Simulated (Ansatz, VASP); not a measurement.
**MgF2: VASP beside Ansatz**

```xyz
6
Lattice="4.9090 0.0000 0.0000 0.0000 4.9090 0.0000 0.0000 0.0000 3.0221" Properties=species:S:1:pos:R:3 pbc="T T T"
Mg    2.4545    2.4545    1.5111
Mg    0.0000    0.0000    0.0000
F     3.4062    3.4062    0.0000
F     3.9573    0.9517    1.5111
F     1.5028    1.5028    0.0000
F     0.9517    3.9573    1.5111
```

Alike in both runs: task single point; functional PBE; k mesh 6 × 6 × 8; occupations gaussian, width 0.02 eV; no spin polarisation.

|  | VASP | Ansatz |
| --- | --- | --- |
| version | VASP 6.6.1 | Ansatz 0.2.0 |
| potentials or method | VASP PAW PBE potentials, release 64 (Mg, F), cutoff 600 eV | scalar-relativistic, plane waves, PAW |
| valence electrons in the cell | 32 | 48 |

VASP gave:

```
gap on the k mesh at the Fermi level (eV)                     : 6.48
least direct gap on the mesh (eV)                             : 6.48
pressure (GPa)                                                : -5.0
traceless stress, the component that is largest in VASP (GPa) : 4.09
```

Task: Which values does Ansatz return?

Result: gap on the k mesh at the Fermi level (eV): 6.52; least direct gap on the mesh (eV): 6.52; pressure (GPa): -4.1; traceless stress, the component that is largest in VASP (GPa): 4.09.

The functional is the same, so the differences come from potentials, cutoffs and numerics. VASP's potentials hold 32 valence electrons a cell and Ansatz's 48, so a difference there can come from the potentials and not from the codes.
